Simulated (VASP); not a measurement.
Here is a VASP 6.6.1 calculation.

The input INCAR:

```
SYSTEM = MnO2
PREC     = Accurate       ! precision mode
ENCUT    = 520            ! plane-wave cutoff, eV
EDIFF    = 1E-6           ! SCF threshold, eV
ISMEAR   = 0              ! smearing method
SIGMA    = 0.05           ! smearing width, eV
LREAL    = .False.        ! projectors in reciprocal space
LASPH    = .True.         ! aspherical terms in the spheres
NELM     = 150            ! most SCF steps
ALGO     = Normal         ! electronic algorithm
ISIF     = 2              ! what is computed and relaxed
LWAVE    = .False.        ! write WAVECAR
LCHARG   = .False.        ! write CHGCAR
ISPIN    = 2              ! spin polarisation
MAGMOM   = 4.5 4.5 0 0 0 0 ! initial moments
LORBIT   = 11             ! projections on sites
LMAXMIX  = 4              ! l up to which the mixer works
LDAU     = .True.         ! DFT+U
LDAUTYPE = 2            
LDAUL    = 2 -1           ! shell
LDAUU    = 5.9 0          ! U, eV
LDAUJ    = 0 0          
LDAUPRINT= 1            
GGA      = PE             ! functional
NBANDS   = 38             ! bands
```

File KPOINTS:

```
regular mesh
0
Gamma
  5 5 8
  0 0 0
```

POSCAR

```
MnO2
1.0
    4.4000000000      0.0000000000      0.0000000000
    0.0000000000      4.4000000000      0.0000000000
    0.0000000000      0.0000000000      2.8700000000
Mn O
2 4
Direct
    0.0000000000      0.0000000000      0.0000000000
    0.5000000000      0.5000000000      0.5000000000
    0.3030000000      0.3030000000      0.0000000000
    0.1970000000      0.8030000000      0.5000000000
    0.6970000000      0.6970000000      0.0000000000
    0.8030000000      0.1970000000      0.5000000000
```

Potentials or basis: VASP PAW PBE potentials, release 64 (Mn_pv, O).

Command:

```sh
$ cat potpaw_PBE.64/Mn_pv/POTCAR potpaw_PBE.64/O/POTCAR > POTCAR
$ mpirun -np 1 vasp_std > vasp.out
```

Predict the net moment.

6.06 μB per cell.

Predict the pressure.

15.8 GPa.

Predict the largest force.

0.193 eV/Å.

Eigenvalues of the final occupation matrices:
| site | spin | trace | eigenvalues |
| --- | --- | --- | --- |
| site 1 d | 1 | 4.01 | 0.54 0.56 0.96 0.97 0.98 |
| site 1 d | 2 | 0.83 | 0.06 0.09 0.09 0.29 0.31 |
| site 2 d | 1 | 4.01 | 0.54 0.56 0.96 0.97 0.98 |
| site 2 d | 2 | 0.83 | 0.06 0.09 0.09 0.29 0.31 |

Caveat: the stress differs along the axes, from 14 to 20 GPa; the run started ferromagnetic, and an antiferromagnetic order may lie lower in energy. The state reached can hang on the start; a lower one may exist.
